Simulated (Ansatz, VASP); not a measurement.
**One calculation of GaP, two programs**

The input INCAR:

```
ALGO = Normal
EDIFF = 1E-7
ENCUT = 520
GGA = PS
ISIF = 2
ISMEAR = 0
LASPH = T
LCHARG = T
LELF = T
LREAL = F
LVHAR = T
LWAVE = F
NBANDS = 16
NELM = 100
PREC = Accurate
SIGMA = 0.05
```

The input KPOINTS:

```
k-points
0
Gamma
  8 8 8
```

The input POSCAR:

```
GaP
1.0
    0.0000000000      2.5072300000      2.8342600000
    2.5072300000      0.0000000000      2.8342600000
    2.5072300000      2.5072300000      0.0000000000
Ga P
1 1
Direct
    0.0000000000      0.0000000000      0.0000000000
    0.7500000000      0.7500000000      0.7500000000
```

Input for Ansatz:

```yaml
crystal:
  lattice:
    - [0.0, 2.50723, 2.83426]
    - [2.50723, 0.0, 2.83426]
    - [2.50723, 2.50723, 0.0]
  atoms:
    - { symbol: Ga, position: [0.0, 0.0, 0.0] }
    - { symbol: P, position: [0.75, 0.75, 0.75] }
basis:
  ecutwfc: 420
kpoints:
  mp_grid: { grid: [8, 8, 8] }
hamiltonian:
  xc: pbesol
scf:
  occupations: { method: gaussian, width: 0.05 }
output:
  forces: true
  stress: true
  eigenvalues: true
```

Change from the starting cell: strain -0.080 along x and y, +0.040 along z, atoms carried along.

Alike in both runs: task single point; functional PBEsol; k mesh 8 × 8 × 8; occupations gaussian, width 0.05 eV; no spin polarisation.

|  | VASP | Ansatz |
| --- | --- | --- |
| version | VASP 6.6.1 | Ansatz 0.2.0 |
| potentials or method | VASP PAW PBE potentials, release 64 (Ga_d, P), cutoff 520 eV | scalar-relativistic, plane waves, PAW |
| valence electrons in the cell | 18 | 18 |

VASP gave:

* gap on the k mesh at the Fermi level (eV): 0.64
* least direct gap on the mesh (eV): 2.18
* pressure (GPa): 12.8
* traceless stress, the component that is largest in VASP (GPa): -7.73

Task: What did Ansatz give for the same quantities?

Result: gap on the k mesh at the Fermi level (eV): 0.63; least direct gap on the mesh (eV): 2.18; pressure (GPa): 12.9; traceless stress, the component that is largest in VASP (GPa): -7.69.

VASP's potentials were made for PBE, not for PBEsol. The functional is the same, so the differences come from potentials, cutoffs and numerics.
